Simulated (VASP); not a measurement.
# SnO in VASP: single point with PBE+D3(BJ)

Aim: the single point of SnO with PBE+D3(BJ).

Program: VASP 6.6.1. These are calculated values, not measurements. Logs are shortened: lines on timing, memory, paths and dates and some standing lists are left out, and cuts for length are marked.

### Step 1. The cell of the first run

The cell holds a slab with vacuum, 8 atoms: a = 3.820 Å, b = 3.820 Å, c = 22.226 Å, α = 90.00°, β = 90.00°, γ = 90.00°.

### Step 2. Single point, PBE+D3(BJ)

File INCAR:

```
SYSTEM = SnO
ALGO = Normal
DIPOL = 0.5 0.5 0.410
EDIFF = 1E-6
ENCUT = 520
GGA = PE
IDIPOL = 3
ISIF = 2
ISMEAR = 0
IVDW = 12
LASPH = .True.
LCHARG = .True.
LDIPOL = .True.
LELF = .True.
LREAL = .False.
LVACPOTAV = .True.
LVHAR = .True.
LWAVE = .False.
NBANDS = 50
NELM = 100
PREC = Accurate
SIGMA = 0.05
```

File KPOINTS:

```
k-points
0
Gamma
  7 7 1
  0 0 0
```

File POSCAR:

```
SnO
1.0
    3.8201630995      0.0000000000      0.0000000000
    0.0000000000      3.8201630995      0.0000000000
    0.0000000000      0.0000000000     22.2260821294
Sn O
4 4
Direct
    0.7500000000      0.2500000000      0.2024648327
    0.2500000000      0.7500000000      0.3087409609
    0.2500000000      0.7500000000      0.5103748521
    0.7500000000      0.2500000000      0.6166487538
    0.2500000000      0.2500000000      0.2556003570
    0.7500000000      0.7500000000      0.2556003570
    0.7500000000      0.7500000000      0.5635158198
    0.2500000000      0.2500000000      0.5635158198
```

Potentials or basis: VASP PAW PBE potentials, release 64 (Sn_d, O).

Run with:

```
$ cat potpaw_PBE.64/Sn_d/POTCAR potpaw_PBE.64/O/POTCAR > POTCAR
$ mpirun -np 1 vasp_std > vasp.out
```

OUTCAR:

```text
SYSTEM = SnO
   EDIFF = 1E-6
   ENCUT = 520
   GGA = PE
   ISIF = 2
   ISMEAR = 0
   IVDW = 12
   LASPH = .True.
   LREAL = .False.
   NELM = 100
   PREC = Accurate
 IVDW          = 12

 ion  position               nearest neighbor table
   1  0.750  0.250  0.202-   5 2.25   6 2.25   6 2.25   5 2.25   2 3.59   2 3.59   2 3.59   2 3.59

   2  0.250  0.750  0.309-   5 2.25   6 2.25   5 2.25   6 2.25   1 3.59   1 3.59   1 3.59   1 3.59

   3  0.250  0.750  0.510-   7 2.25   8 2.25   8 2.25   7 2.25   4 3.59   4 3.59   4 3.59   4 3.59

   4  0.750  0.250  0.617-   7 2.25   8 2.25   7 2.25   8 2.25   3 3.59   3 3.59   3 3.59   3 3.59

   5  0.250  0.250  0.256-   1 2.25   1 2.25   2 2.25   2 2.25
   6  0.750  0.750  0.256-   1 2.25   1 2.25   2 2.25   2 2.25
   7  0.750  0.750  0.564-   4 2.25   4 2.25   3 2.25   3 2.25
   8  0.250  0.250  0.564-   4 2.25   4 2.25   3 2.25   3 2.25

  LATTYP: Found a simple tetragonal cell.
 ALAT       =     3.8201630995
 C/A-ratio  =     5.8180976965

  Lattice vectors:

 A1 = (   3.8201630995,   0.0000000000,   0.0000000000)
 A2 = (   0.0000000000,   3.8201630995,   0.0000000000)
 A3 = (   0.0000000000,   0.0000000000,  22.2260821294)

Analysis of symmetry for initial positions (statically):
=====================================================================
 Subroutine PRICEL returns:
 Original cell was already a primitive cell.

 Routine SETGRP: Setting up the symmetry group for a
 simple tetragonal supercell.

 Subroutine GETGRP returns: Found 16 space group operations
 (whereof  2 operations were pure point group operations)
 out of a pool of 16 trial point group operations.

The static configuration has the point symmetry C_1h.
 The point group associated with its full space group is D_4h.

Analysis of symmetry for dynamics (positions and initial velocities):
=====================================================================
 Subroutine PRICEL returns:
 Original cell was already a primitive cell.

 Routine SETGRP: Setting up the symmetry group for a
 simple tetragonal supercell.

 Subroutine GETGRP returns: Found 16 space group operations
 (whereof  2 operations were pure point group operations)
 out of a pool of 16 trial point group operations.

The dynamic configuration has the point symmetry C_1h.
 The point group associated with its full space group is D_4h.

 Subroutine INISYM returns: Found 16 space group operations
[... 102 lines left out ...]
   POTIM  = 0.5000    time-step for ionic-motion
   TEBEG  =    0.0;   TEEND  =   0.0 temperature during run
   PSTRESS=    0.0 pullay stress
   NELECT =      80.0000    total number of electrons
   NUPDOWN=      -1.0000    fix difference up-down
   EMIN   =  10.00;   EMAX   =-10.00  energy-range for DOS
   EFERMI =   0.00;   METHOD = LEGACY
   ISMEAR =     0;   SIGMA  =   0.05  broadening in eV -4-tet -1-fermi 0-gaus
   EFERMI_NEDOS =   21; number of points for ismear=-14 and -15
   IALGO  =     38    algorithm
   IMIX   =      4    mixing-type and parameters
     AMIX     =   0.40;   BMIX     =  1.00
     AMIX_MAG =   1.60;   BMIX_MAG =  1.00
  volume/ion in A,a.u.               =      40.54       273.61
  Fermi-wavevector in a.u.,A,eV,Ry     =   1.026666  1.940118 14.341131  1.054043
  Thomas-Fermi vector in A             =   2.160571
   LORBIT       =      0    0 simple, 1 ext, 2 COOP (PROOUT), +10 PAW based schemes
   GGA     = PE    functional components
   LHFCALC =     F    Hartree Fock is set to
   AEXX    =    0.0000 exact exchange contribution
   IVDW    =    12    specifies the selected vdW correction
   LEPSILON=     F    determine dielectric tensor
   LRPA    =     F    only Hartree local field effects (RPA)
 non-spin polarized calculation
 Gauss-broadening in eV      SIGMA  =   0.05
  energy-cutoff  :      520.00
  volume of cell :      324.36
 maximum number of plane-waves:      8769
   NGX = 15   NGY = 15   NGZ = 83

 dipolmoment           0.000000      0.000000      0.000123 electrons x Angstroem

 number of electron      79.9999971 magnetization

 dipolmoment           0.000000      0.000000     -0.000945 electrons x Angstroem

 Free energy of the ion-electron system (eV)
  ---------------------------------------------------
  ext. energy  EPLUGINS =         0.00000000
  ---------------------------------------------------
  free energy    TOTEN  =       -45.14515497 eV

  energy without entropy =      -45.14515497  energy(sigma->0) =      -45.14515497

 E-fermi :   0.0616     XC(G=0):  -5.3405

 val. band max:       -0.2433601595   @ k =   0.1429   0.1429   0.0000
 cond. band min:       2.3320289100   @ k =   0.0000   0.0000   0.0000
 fundamental gap:      2.5753890695
 Fermi energy:         0.0615985278

 k-point     1 :       0.0000    0.0000    0.0000
  band No.  band energies     occupation
      1     -21.0486      2.00000
      2     -21.0415      2.00000
      3     -20.6869      2.00000
      4     -20.6800      2.00000
      5     -20.6495      2.00000
      6     -20.6495      2.00000
[... 519 lines left out ...]
     49       6.0082      0.00000
     50       6.0157      0.00000

------------------------ aborting loop because EDIFF is reached ----------------------------------------

 Edisp (eV)   -1.21542

 E8    (eV) :    -0.5370

  FORCE on cell =-STRESS in cart. coord.  units (eV):
  Direction    XX          YY          ZZ          XY          YZ          ZX
  --------------------------------------------------------------------------------------
  -------------------------------------------------------------------------------------
  Total       0.22484     0.22484     0.29362    -0.00000    -0.00000     0.00000
  in kB       1.11059     1.11059     1.45032    -0.00000    -0.00000     0.00000
  external pressure =        1.22 kB  Pullay stress =        0.00 kB

 VOLUME and BASIS-vectors are now :
 -----------------------------------------------------------------------------
  energy-cutoff  :      520.00
  volume of cell :      324.36
      direct lattice vectors                 reciprocal lattice vectors
     3.820163100  0.000000000  0.000000000     0.261768928  0.000000000  0.000000000
     0.000000000  3.820163100  0.000000000     0.000000000  0.261768928  0.000000000
     0.000000000  0.000000000 22.226082129     0.000000000  0.000000000  0.044992185

 POSITION                                       TOTAL-FORCE (eV/Angst)
 -----------------------------------------------------------------------------------
      2.86512      0.95504      4.50000        -0.000000     -0.000000     -0.096823
      0.95504      2.86512      6.86210         0.000000      0.000000      0.096505
      0.95504      2.86512     11.34363         0.000000     -0.000000     -0.096505
      2.86512      0.95504     13.70569         0.000000      0.000000      0.096823
      0.95504      0.95504      5.68099        -0.000000      0.000000      0.000473
      2.86512      2.86512      5.68099         0.000000      0.000000      0.000473
      2.86512      2.86512     12.52475         0.000000      0.000000     -0.000473
      0.95504      0.95504     12.52475         0.000000      0.000000     -0.000473
 -----------------------------------------------------------------------------------
    total drift:                                0.000000      0.000000     -0.273030

  FREE ENERGIE OF THE ION-ELECTRON SYSTEM (eV)
  ---------------------------------------------------
  free  energy   TOTEN  =       -46.3605741752 eV

  energy  without entropy=      -46.3605741752  energy(sigma->0) =      -46.36057418

 vacuum level on the upper side and lower side of the slab         4.934         4.946
```

OSZICAR:

```text
N       E                     dE             d eps       ncg     rms          rms(c)
DAV:   1     0.944009372185E+03    0.94401E+03   -0.38038E+04  1056   0.180E+03
DAV:   2     0.136742994714E+03   -0.80727E+03   -0.78079E+03  1120   0.498E+02
DAV:   3    -0.388565668183E+02   -0.17560E+03   -0.16977E+03  1232   0.220E+02
DAV:   4    -0.528670111549E+02   -0.14010E+02   -0.13839E+02  1186   0.643E+01
[... 13 lines left out ...]
DAV:  18    -0.451451144211E+02   -0.20319E-04   -0.33927E-06   922   0.179E-02    0.265E-03
DAV:  19    -0.451451445105E+02   -0.30089E-04   -0.15636E-06   752   0.763E-03    0.109E-03
DAV:  20    -0.451451523459E+02   -0.78354E-05   -0.52863E-07   774   0.394E-03    0.127E-03
DAV:  21    -0.451451544725E+02   -0.21266E-05   -0.17309E-07   688   0.266E-03    0.480E-04
DAV:  22    -0.451451549739E+02   -0.50134E-06   -0.98439E-08   720   0.314E-03
   1 F= -.46360574E+02 E0= -.46360574E+02  d E =-.174644E-18
```

stdout:

```text
POSCAR found type information on POSCAR SnO
 POSCAR found :  2 types and       8 ions
 scaLAPACK will be used
 LDA part: xc-table for (Slater+PW92), standard interpolation
 POSCAR, INCAR and KPOINTS ok, starting setup
 FFT: planning ... GRIDC
 FFT: planning ... GRID_SOFT
 FFT: planning ... GRID
 WAVECAR not read
 entering main loop
 -----------------------------------------------------------------------------
|                                                                             |
|           W    W    AA    RRRRR   N    N  II  N    N   GGGG   !!!           |
|           W    W   A  A   R    R  NN   N  II  NN   N  G    G  !!!           |
|           W    W  A    A  R    R  N N  N  II  N N  N  G       !!!           |
|           W WW W  AAAAAA  RRRRR   N  N N  II  N  N N  G  GGG   !            |
|           WW  WW  A    A  R   R   N   NN  II  N   NN  G    G                |
|           W    W  A    A  R    R  N    N  II  N    N   GGGG   !!!           |
|                                                                             |
|     Did not find any points to average over, which means that no vacuum     |
|     field-free region was found. Please increase the size of  your cell     |
|     in the dimension of the dipole correction to obtain accurate            |
|     workfunction values.                                                    |
|                                                                             |
 -----------------------------------------------------------------------------
```

Run time: 7.8 min. Hardware: 1 thread of Intel Xeon Platinum 8375C at 2.90GHz (Ice Lake), shared host; peak memory 0.39 GiB.

What came out:

* Free energy: -46.3606 eV
* Largest force: 0.097 eV/Å
* Band gap on the k mesh: 2.58 eV (least direct gap 2.61 eV)
* Dispersion energy per atom: -0.152 eV

Forces on the atoms (eV/Å):
```
Sn   0.000  0.000 -0.097
Sn   0.000  0.000  0.097
Sn   0.000  0.000 -0.097
Sn   0.000  0.000  0.097
O    0.000  0.000  0.000
O    0.000  0.000  0.000
O    0.000  0.000  0.000
O    0.000  0.000  0.000
```

Levels at points of the mesh, in eV from the valence-band top:
```
           k point  band 36  band 37  band 38  band 39  band 40  band 41  band 42  band 43  band 44  band 45
(0.00, 0.00, 0.00)    -1.90    -1.89    -1.89    -0.51    -0.03     2.58     2.91     2.92     3.70     4.93
```

Caveat: spin-orbit coupling is left out, which moves the levels of the heavy elements.
